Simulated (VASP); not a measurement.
## Sn: single point with HSE06

The system is Sn.

```
CELL_PARAMETERS angstrom
0.00000 3.27017 3.27017
3.27017 0.00000 3.27017
3.27017 3.27017 0.00000
ATOMIC_POSITIONS crystal
Sn 0.00000 0.00000 0.00000
Sn 0.25000 0.25000 0.25000
```

This isn't the form of Sn at room conditions, which is tetragonal (white tin).

- Program: VASP 6.6.1
- Task: single point
- Functional: HSE06
- Potentials or basis: VASP PAW PBE potentials, release 64 (Sn_d)
- Cutoff: 520 eV
- k mesh: 4 × 4 × 4
- Occupations: gaussian, width 0.1 eV
- Spin: no spin polarisation

```
Pressure               : 0.8 GPa
Band gap on the k mesh : zero (filled and empty bands touch)
```

Levels at points of the mesh, in eV from the Fermi level:
```
           k point  band 11  band 12  band 13  band 14  band 15  band 16  band 17  band 18
(0.00, 0.00, 0.00)   -11.64    -0.33    -0.03    -0.03    -0.03     2.57     2.57     2.57
(0.50, 0.00, 0.00)    -9.86    -6.88    -1.31    -1.31     0.33     3.69     3.69     6.21
(0.50, 0.50, 0.00)    -8.24    -8.24    -2.73    -2.73     1.17     1.17     8.48     8.48
```

It took 45 min on 1 thread of Intel(R) Xeon(R) Platinum 8259CL CPU @ 2.50GHz (Skylake/Cascade Lake), on a shared host, peak memory 0.31 GiB.

Caveat: the k points lie up to 0.42 Å⁻¹ apart; the PAW data sets were made with another functional, which shifts forces and pressure a little; spin-orbit coupling is left out, which moves the levels of the heavy elements.
